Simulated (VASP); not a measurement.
# TiO2 (C2/m) in VASP: electric field gradients with r2SCAN

Aim: the electric field gradients of TiO2 with r2SCAN.

Everything below comes from runs of VASP 6.6.1. Logs are shortened: lines on timing, memory, paths and dates and some standing lists are left out, and cuts for length are marked.

## (1) The cell of the first run

Symmetry: C2/m, No. 12, monoclinic system. Conventional cell: a = 12.307 Å, b = 3.767 Å, c = 6.616 Å, α = 90.00°, β = 106.95°, γ = 90.00°. Ti (site symmetry m) has 6 O at 1.78 to 2.34 Å within 2.4 Å. Within 2.5 Å of Ti (site symmetry m) lie 6 O at 1.86 to 2.16 Å. O (site symmetry m) has 3 Ti at 1.86 to 2.16 Å and 2 O at 2.54 to 2.67 Å within 2.7 Å. O (site symmetry m) has 3 Ti at 1.94 to 2.03 Å and 2 O at 2.53 Å within 2.6 Å. O (site symmetry m) has 2 Ti at 1.78 to 1.87 Å within 2.4 Å. Within 2.8 Å of O (site symmetry m) lie 4 Ti at 1.96 to 2.34 Å and 5 O at 2.53 to 2.71 Å.

## (2) Electric field gradients, r2SCAN

POSCAR reads:

```
TiO2
1.0
    6.1535771931     -1.8834685000      0.0000000000
    6.1535771931      1.8834685000      0.0000000000
   -1.9283261078      0.0000000000      6.3289668713
Ti O
4 8
Direct
    0.8047140000      0.8047140000      0.7162380000
    0.0999290000      0.0999290000      0.7103980000
    0.1952860000      0.1952860000      0.2837620000
    0.9000710000      0.9000710000      0.2896020000
    0.0583525000      0.0583525000      0.3699790000
    0.6380690000      0.6380690000      0.7066030000
    0.1328115000      0.1328115000      0.0047090000
    0.9416475000      0.9416475000      0.6300210000
    0.7365115000      0.7365115000      0.3475000000
    0.8671885000      0.8671885000      0.9952910000
    0.2634885000      0.2634885000      0.6525000000
    0.3619310000      0.3619310000      0.2933970000
```

INCAR.step1 reads:

```
PREC     = Accurate       # precision mode
ENCUT    = 520            # plane-wave cutoff, eV
ISMEAR   = -1             # smearing method
SIGMA    = 0.02           # smearing width, eV
LREAL    = False          # projectors in reciprocal space
LASPH    = True           # aspherical terms in the spheres
NELM     = 100            # most SCF steps
NBANDS   = 60             # bands
GGA      = PE             # functional
ALGO     = Normal         # electronic algorithm
EDIFF    = 1E-4           # SCF threshold, eV
LWAVE    = True           # write WAVECAR
LCHARG   = False          # write CHGCAR
```

INCAR.step2 reads:

```
PREC     = Accurate       # precision mode
ENCUT    = 520            # plane-wave cutoff, eV
EDIFF    = 1E-8           # SCF threshold, eV
ISMEAR   = -1             # smearing method
SIGMA    = 0.02           # smearing width, eV
LREAL    = False          # projectors in reciprocal space
LASPH    = True           # aspherical terms in the spheres
NELM     = 100            # most SCF steps
ALGO     = Normal         # electronic algorithm
ISIF     = 2              # what is computed and relaxed
LWAVE    = False          # write WAVECAR
LCHARG   = False          # write CHGCAR
METAGGA  = R2SCAN         # meta-GGA
LMIXTAU  = True         
LEFG     = True         
NBANDS   = 60             # bands
ISTART   = 1
```

KPOINTS reads:

```
regular mesh
0
Gamma
  7 7 4
```

Potentials or basis: VASP PAW PBE potentials, release 64 (Ti_sv, O).

The run is started by

```sh
> cat potpaw_PBE.64/Ti_sv/POTCAR potpaw_PBE.64/O/POTCAR > POTCAR
> cp INCAR.step1 INCAR
> mpirun -np 1 vasp_std > vasp.out
> cp INCAR.step2 INCAR
> mpirun -np 1 vasp_std > vasp.out
```

OUTCAR:

```text
PREC = Accurate
   ENCUT = 520
   EDIFF = 1E-8
   ISMEAR = -1
   LREAL = False
   LASPH = True
   NELM = 100
   ISIF = 2
   METAGGA = R2SCAN
   ISTART = 1

 ion  position               nearest neighbor table
   1  0.805  0.805  0.716-  10 1.78   8 1.93  11 1.96  11 1.96   6 2.03   9 2.34
   2  0.100  0.100  0.710-   8 1.86   7 1.87   6 1.94   6 1.94  11 2.16   5 2.16
   3  0.195  0.195  0.284-   7 1.78   5 1.93   9 1.96   9 1.96  12 2.03  11 2.34
   4  0.900  0.900  0.290-   5 1.86  10 1.87  12 1.94  12 1.94   9 2.16   8 2.16
   5  0.058  0.058  0.370-   4 1.86   3 1.93   2 2.16
   6  0.638  0.638  0.707-   2 1.94   2 1.94   1 2.03
   7  0.133  0.133  0.005-   3 1.78   2 1.87
   8  0.942  0.942  0.630-   2 1.86   1 1.93   4 2.16
   9  0.737  0.737  0.347-   3 1.96   3 1.96   4 2.16   1 2.34
  10  0.867  0.867  0.995-   1 1.78   4 1.87
  11  0.263  0.263  0.653-   1 1.96   1 1.96   2 2.16   3 2.34
  12  0.362  0.362  0.293-   4 1.94   4 1.94   3 2.03

  LATTYP: Found a base centered monoclinic cell.
 ALAT       =    12.3071543862
 B/A-ratio  =     0.3060770087
 C/A-ratio  =     0.5375907333
 COS(beta)  =    -0.2914546970

  Lattice vectors:

 A1 = (   6.1535771931,  -1.8834685000,   0.0000000000)
 A2 = (   6.1535771931,   1.8834685000,   0.0000000000)
 A3 = (  -1.9283261078,   0.0000000000,   6.3289668713)

Analysis of symmetry for initial positions (statically):
=====================================================================
 Subroutine PRICEL returns:
 Original cell was already a primitive cell.

 Routine SETGRP: Setting up the symmetry group for a
 base centered monoclinic supercell.

 Subroutine GETGRP returns: Found  4 space group operations
 (whereof  4 operations were pure point group operations)
 out of a pool of  4 trial point group operations.

The static configuration has the point symmetry C_2h.

Analysis of symmetry for dynamics (positions and initial velocities):
=====================================================================
 Subroutine PRICEL returns:
 Original cell was already a primitive cell.

 Routine SETGRP: Setting up the symmetry group for a
 base centered monoclinic supercell.

 Subroutine GETGRP returns: Found  4 space group operations
 (whereof  4 operations were pure point group operations)
 out of a pool of  4 trial point group operations.

The dynamic configuration has the point symmetry C_2h.

 Subroutine INISYM returns: Found  4 space group operations
 (whereof  4 operations are pure point group operations),
 and found     1 'primitive' translations

----------------------------------------------------------------------------------------

                                     Primitive cell

  volume of cell :     146.7063

  direct lattice vectors                    reciprocal lattice vectors
     6.153577193 -1.883468500  0.000000000     0.081253551 -0.265467673  0.024756544
     6.153577193  1.883468500  0.000000000     0.081253551  0.265467673  0.024756544
    -1.928326108  0.000000000  6.328966871     0.000000000  0.000000000  0.158003671

  length of vectors
     6.435368355  6.435368355  6.616212152     0.278725872  0.278725872  0.158003671

  position of ions in fractional coordinates (direct lattice)
     0.804714000  0.804714000  0.716238000
     0.099929000  0.099929000  0.710398000
     0.195286000  0.195286000  0.283762000
     0.900071000  0.900071000  0.289602000
     0.058352500  0.058352500  0.369979000
     0.638069000  0.638069000  0.706603000
     0.132811500  0.132811500  0.004709000
     0.941647500  0.941647500  0.630021000
     0.736511500  0.736511500  0.347500000
     0.867188500  0.867188500  0.995291000
     0.263488500  0.263488500  0.652500000
     0.361931000  0.361931000  0.293397000

  ion indices of the primitive-cell ions
   primitive index   ion index
                 1           1
                 2           2
                 3           3
                 4           4
                 5           5
                 6           6
                 7           7
                 8           8
                 9           9
                10          10
[... 77 lines left out ...]
   NSW    =      0    number of steps for IOM
   IBRION =     -1    ionic relax: 0-MD 1-quasi-New 2-CG
   NFREE  =      0    steps in history (QN), initial steepest desc. (CG)
   ISIF   =      2    stress and relaxation
   ISYM   =      2    0-nonsym 1-usesym 2-fastsym
   POTIM  = 0.5000    time-step for ionic-motion
   TEBEG  =    0.0;   TEEND  =   0.0 temperature during run
   PSTRESS=    0.0 pullay stress
   NELECT =      96.0000    total number of electrons
   NUPDOWN=      -1.0000    fix difference up-down
   EMIN   =  10.00;   EMAX   =-10.00  energy-range for DOS
   EFERMI =   0.00;   METHOD = LEGACY
   ISMEAR =    -1;   SIGMA  =   0.02  broadening in eV -4-tet -1-fermi 0-gaus
   EFERMI_NEDOS =   21; number of points for ismear=-14 and -15
   IALGO  =     38    algorithm
   IMIX   =      4    mixing-type and parameters
     AMIX     =   0.40;   BMIX     =  1.00
     AMIX_MAG =   1.60;   BMIX_MAG =  1.00
  volume/ion in A,a.u.               =      12.23        82.50
  Fermi-wavevector in a.u.,A,eV,Ry     =   1.421289  2.685846 27.484606  2.020062
  Thomas-Fermi vector in A             =   2.542114
   LORBIT       =      0    0 simple, 1 ext, 2 COOP (PROOUT), +10 PAW based schemes
   METAGGA = R2SCAN    functional components
   LHFCALC =     F    Hartree Fock is set to
   AEXX    =    0.0000 exact exchange contribution
   IVDW    =     0    specifies the selected vdW correction
   LEPSILON=     F    determine dielectric tensor
   LRPA    =     F    only Hartree local field effects (RPA)
 non-spin polarized calculation
  energy-cutoff  :      520.00
  volume of cell :      146.71
 maximum number of plane-waves:      3972
   NGX = 23   NGY = 23   NGZ = 25

 number of electron      96.0000007 magnetization

 Free energy of the ion-electron system (eV)
  ---------------------------------------------------
  ext. energy  EPLUGINS =         0.00000000
  ---------------------------------------------------
  free energy    TOTEN  =      -139.62138725 eV

  energy without entropy =     -139.62138725  energy(sigma->0) =     -139.62138725

 E-fermi :   2.7100     XC(G=0): -10.9660

 val. band max:        2.1667686835   @ k =  -0.2857   0.2857   0.5000
 cond. band min:       5.2883724095   @ k =   0.0000   0.0000   0.0000
 fundamental gap:      3.1216037260
 Fermi energy:         2.7100316690

 k-point     1 :       0.0000    0.0000    0.0000
  band No.  band energies     occupation
      1     -56.2406      2.00000
      2     -56.2289      2.00000
      3     -56.1413      2.00000
      4     -56.1352      2.00000
      5     -31.5926      2.00000
      6     -31.5422      2.00000
[... 1501 lines left out ...]
     59       7.5195      0.00000
     60       7.6077      0.00000

 [... further k-points ...]
[... 5 lines left out ...]
  --------------------------------------------------------------------------------------
  -------------------------------------------------------------------------------------
  Total       -4.1447394     -3.8623838     -4.5701864      0.0000000      0.0000000      0.0150361
  in kB      -45.2646307    -42.1810299    -49.9109306      0.0000000      0.0000000      0.1642090
  external PRESSURE =     -45.7855304 kB  Pullay stress =       0.0000000 kB

 VOLUME and BASIS-vectors are now :
 -----------------------------------------------------------------------------
  energy-cutoff  :      520.00
  volume of cell :      146.71
      direct lattice vectors                 reciprocal lattice vectors
     6.153577193 -1.883468500  0.000000000     0.081253551 -0.265467673  0.024756544
     6.153577193  1.883468500  0.000000000     0.081253551  0.265467673  0.024756544
    -1.928326108  0.000000000  6.328966871     0.000000000  0.000000000  0.158003671

 POSITION                                       TOTAL-FORCE (eV/Angst)
 -----------------------------------------------------------------------------------
      8.52260      0.00000      4.53305         0.029211      0.000000      0.114505
     -0.14004      0.00000      4.49609         0.016828      0.000000      0.057363
      1.85623      0.00000      1.79592        -0.029211      0.000000     -0.114505
     10.51887      0.00000      1.83288        -0.016828      0.000000     -0.057363
      0.00471      0.00000      2.34158         0.006836      0.000000      0.066426
      6.49025      0.00000      4.47207         0.111155      0.000000     -0.010616
      1.62545      0.00000      0.02980         0.102651      0.000000      0.029253
     10.37412      0.00000      3.98738        -0.006836      0.000000     -0.066426
      8.39427      0.00000      2.19932         0.073187      0.000000      0.006547
      8.75338      0.00000      6.29916        -0.102651      0.000000     -0.029253
      1.98456      0.00000      4.12965        -0.073187      0.000000     -0.006547
      3.88858      0.00000      1.85690        -0.111155      0.000000      0.010616
 -----------------------------------------------------------------------------------
    total drift:                               -0.000000     -0.000000      0.000000

  FREE ENERGIE OF THE ION-ELECTRON SYSTEM (eV)
  ---------------------------------------------------
  free  energy   TOTEN  =      -139.6213872547 eV

  energy  without entropy=     -139.6213872547  energy(sigma->0) =     -139.62138725

 Electric field gradients (V/A^2)
---------------------------------------------------------------------
 ion       V_xx      V_yy      V_zz      V_xy      V_xz      V_yz
---------------------------------------------------------------------
   1      -5.082    -0.273     5.356     0.000     0.949     0.000
   2      12.357   -17.887     5.530    -0.000    -6.440     0.000
   3      -5.082    -0.273     5.356     0.000     0.949    -0.000
   4      12.357   -17.887     5.530     0.000    -6.440     0.000
   5      15.931    -8.481    -7.449     0.000    -3.354    -0.000
   6       0.076    27.317   -27.393     0.000     2.582    -0.000
   7      -0.880    -9.907    10.787     0.000    -0.777     0.000
   8      15.931    -8.481    -7.449    -0.000    -3.354     0.000
   9      -6.439    17.864   -11.426     0.000    -8.675    -0.000
  10      -0.880    -9.907    10.787     0.000    -0.777     0.000
  11      -6.439    17.864   -11.426    -0.000    -8.675    -0.000
  12       0.076    27.317   -27.393     0.000     2.582    -0.000
---------------------------------------------------------------------

 Electric field gradients after diagonalization (V/A^2)
 (convention: |V_zz| > |V_xx| > |V_yy|)
----------------------------------------------------------------------
 ion       V_xx      V_yy      V_zz     asymmetry (V_yy - V_xx)/ V_zz
----------------------------------------------------------------------
   1      -5.168    -0.273     5.441       0.900
   2      16.233     1.655   -17.887       0.815
   3      -5.168    -0.273     5.441       0.900
   4      16.233     1.655   -17.887       0.815
   5      -8.481    -7.921    16.402       0.034
   6      27.317     0.316   -27.634       0.977
   7      -9.907    -0.931    10.838       0.828
   8      -8.481    -7.921    16.402       0.034
   9      17.864     0.094   -17.958       0.990
  10      -9.907    -0.931    10.838       0.828
  11      17.864     0.094   -17.958       0.990
  12      27.317     0.316   -27.634       0.977
----------------------------------------------------------------------

           NMR quadrupolar parameters

 Cq : quadrupolar parameter    Cq=e*Q*V_zz/h
 eta: asymmetry parameters     (V_yy - V_xx)/ V_zz
 Q  : nuclear electric quadrupole moment in mb (millibarn)
----------------------------------------------------------------------
 ion       Cq(MHz)       eta       Q (mb)
----------------------------------------------------------------------
   1       0.013       0.900       1.000
   2      -0.043       0.815       1.000
   3       0.013       0.900       1.000
   4      -0.043       0.815       1.000
   5       0.040       0.034       1.000
   6      -0.067       0.977       1.000
   7       0.026       0.828       1.000
   8       0.040       0.034       1.000
   9      -0.043       0.990       1.000
  10       0.026       0.828       1.000
  11      -0.043       0.990       1.000
  12      -0.067       0.977       1.000
----------------------------------------------------------------------
```

Wall time 49 min (1 thread of AMD EPYC 9R45 (Zen 5), shared host); peak memory 0.59 GiB.

What came out:

* Free energy: -139.6214 eV
* Pressure: -4.6 GPa
* Largest force: 0.118 eV/Å
* Band gap on the k mesh: 3.12 eV (least direct gap 3.32 eV)
* Largest electric field gradient by atom: Ti +5.4, -17.9 (each value once); O +16.4, -27.6, +10.8, -18.0 (each value once) V/Å²

Forces in eV/Å, atoms in the order of the input:
```
Ti   0.029  0.000  0.115
Ti   0.017  0.000  0.057
Ti  -0.029  0.000 -0.115
Ti  -0.017  0.000 -0.057
O    0.007  0.000  0.066
O    0.111  0.000 -0.011
O    0.103  0.000  0.029
O   -0.007  0.000 -0.066
O    0.073  0.000  0.007
O   -0.103  0.000 -0.029
O   -0.073  0.000 -0.007
O   -0.111  0.000  0.011
```

Stress tensor (GPa, compression positive):
```
-4.53  0.00  0.02
 0.00 -4.22  0.00
 0.02  0.00 -4.99
```

Levels at points of the mesh, in eV from the valence-band top:
```tsv
k point	band 44	band 45	band 46	band 47	band 48	band 49	band 50	band 51	band 52	band 53
(0.00, 0.00, 0.00)	-0.93	-0.81	-0.77	-0.40	-0.20	3.12	3.46	3.67	3.68	3.74
(0.00, 0.00, 0.50)	-0.79	-0.72	-0.69	-0.64	-0.47	3.22	3.49	3.66	3.74	3.76
```

Electric field gradients, principal values (V/Å²):
| atom | least | middle | greatest (by size) |
| --- | --- | --- | --- |
| 1 Ti | -0.273 | -5.168 | 5.441 |
| 2 Ti | 1.655 | 16.233 | -17.887 |
| 3 Ti | -0.273 | -5.168 | 5.441 |
| 4 Ti | 1.655 | 16.233 | -17.887 |
| 5 O | -7.921 | -8.481 | 16.402 |
| 6 O | 0.316 | 27.317 | -27.634 |
| 7 O | -0.931 | -9.907 | 10.838 |
| 8 O | -7.921 | -8.481 | 16.402 |
| 9 O | 0.094 | 17.864 | -17.958 |
| 10 O | -0.931 | -9.907 | 10.838 |
| 11 O | 0.094 | 17.864 | -17.958 |
| 12 O | 0.316 | 27.317 | -27.634 |

Caveat: the cell stands under tension; without QUAD_EFG the Cq values of the log hold for a quadrupole moment of 1 mb, not for the nuclei; the PAW data sets were made with another functional, which shifts forces and pressure a little.
